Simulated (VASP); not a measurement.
Runs of VASP 6.6.1 on Si3W2. The structure is that of space group Cmmm (No. 65), or close to it. The cells are those of the table. The cell was generated, and may not be a known phase.

| task | cell | k mesh | cutoff (eV) | gap on the mesh (eV) | pressure (GPa) |
| --- | --- | --- | --- | --- | --- |
| single point | a = 3.769, b = 3.769, c = 6.277 Å, angles 90.0, 90.0, 93.9°, 5 atoms | 4 × 4 × 4 | 520 | none | (a) |
| single point | a = 4.631, b = 4.631, c = 4.864 Å, angles 90.0, 90.0, 110.3°, 5 atoms | 4 × 4 × 4 | 520 | none | 0.2 |
| relaxation of cell and atoms | relaxed from a = 3.769, b = 3.769, c = 6.277 Å, angles 90.0, 90.0, 93.9°, 5 atoms | 4 × 4 × 4 | 600 | none | 0.0 |
| single point | a = 4.609, b = 4.609, c = 4.888 Å, angles 90.0, 90.0, 111.0°, 5 atoms | 10 × 10 × 8 | 520 | none | 0.0 |

Alike in all rows: level PBE; potentials or basis VASP PAW PBE potentials, release 64 (Si, W_sv); no spin polarisation; smearing gaussian 0.1 eV.

Question: Estimate the missing entries.

Answer: (a) 32.3.

Caveats: some runs use coarse meshes; spin-orbit coupling is left out, which moves the levels of the heavy elements; a cell axis changed by over 15 % at a fixed basis, so the end point is rough (at least some runs).

A k mesh can miss the band edges, and the runs leave out spin-orbit coupling on W.

A gap of «none» marks levels without a gap at the run's occupations.
